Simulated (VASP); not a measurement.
Wanted: the native input for a VASP 6.6.1 run.

- Task: single point
- Functional: PBE
- Potentials or basis: VASP PAW PBE potentials, release 64 (Cr_pv)
- Cutoff: 520 eV
- k mesh: 9 × 9 × 39
- Occupations: gaussian, width 0.1 eV
- Spin: no spin polarisation
- Dipole correction: no
- Further INCAR settings: ALGO = Fast; EDIFF = 1e-07; NBANDS = 12

The structure of Cr lies in POSCAR:

```
Cr
1.0
    3.8679400288      0.0000002070      0.0016654672
   -1.9339698351      3.3497344288     -0.0016654671
   -1.9335983861      1.1163635487      0.8569588523
Cr
1
Direct
    0.0000000000      0.0000000000      0.0000000000
```

These files were run (other wordings do the same):

INCAR

```
SYSTEM = Cr
ALGO = Fast ; EDIFF = 1E-7
ENCUT = 520 ; GGA = PE
ISIF = 2 ; ISMEAR = 0
LASPH = .TRUE. ; LCHARG = .TRUE.
LELF = .TRUE. ; LREAL = .FALSE.
LVHAR = .TRUE. ; LWAVE = .FALSE.
NBANDS = 12 ; NELM = 100
PREC = Accurate ; SIGMA = 0.1
```

KPOINTS

```
k-points
0
G
  9 9 39
  0 0 0
```

Potentials or basis: VASP PAW PBE potentials, release 64 (Cr_pv).

Launch:

```console
$ cat potpaw_PBE.64/Cr_pv/POTCAR > POTCAR
$ mpirun -np 1 vasp_std > vasp.out
```

Results of the run:

| Item | Value |
| --- | --- |
| Pressure | 11.2 GPa |
| Band gap on the k mesh | zero (band 6 reaches 13.42 eV, above the bottom of band 7 at 10.90 eV) |

Caveat: the run has no spin polarisation, though such a crystal can be magnetic.

Wall time 5.2 min on 1 thread of AMD EPYC 7R43 64-Core Processor (Zen 3), on a shared host, peak memory 0.22 GiB.
